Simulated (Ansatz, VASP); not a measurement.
**Bi: VASP beside Ansatz**

```
Bi
1.0
     2.32566    1.37459    3.98985
    -2.22034    1.32913    3.94439
     0.01329   -2.58509    3.92775
Bi
2
Direct
  0.23389 0.23389 0.23389
  0.76611 0.76611 0.76611
```

Change from the starting cell: equal xy, yz and zx shear strains of +2 %.

Alike in both runs: task single point; functional PBEsol; k mesh 10 × 10 × 10; occupations fermi-dirac, width 0.03 eV; no spin polarisation.

```csv
,VASP,Ansatz
version,VASP 6.6.1,Ansatz 0.2.0
potentials or method,"VASP PAW PBE potentials, release 64 (Bi_d), cutoff 520 eV","all-electron LAPW, scalar-relativistic"
```

```csv
,VASP,Ansatz,Ansatz less VASP
pressure (GPa),-0.7,-0.6,+0.09
"traceless stress, the component that is largest in VASP (GPa)",-0.87,-0.87,-0.002
rms of the force components (eV/Å),0.101,0.099,-0.0022
```

VASP's potentials were made for PBE, not for PBEsol. Atom by atom the forces differ by 0.003 eV/Å (rms over components). Ansatz ran all-electron here, and VASP with PAW potentials.

Spin-orbit coupling is off throughout.
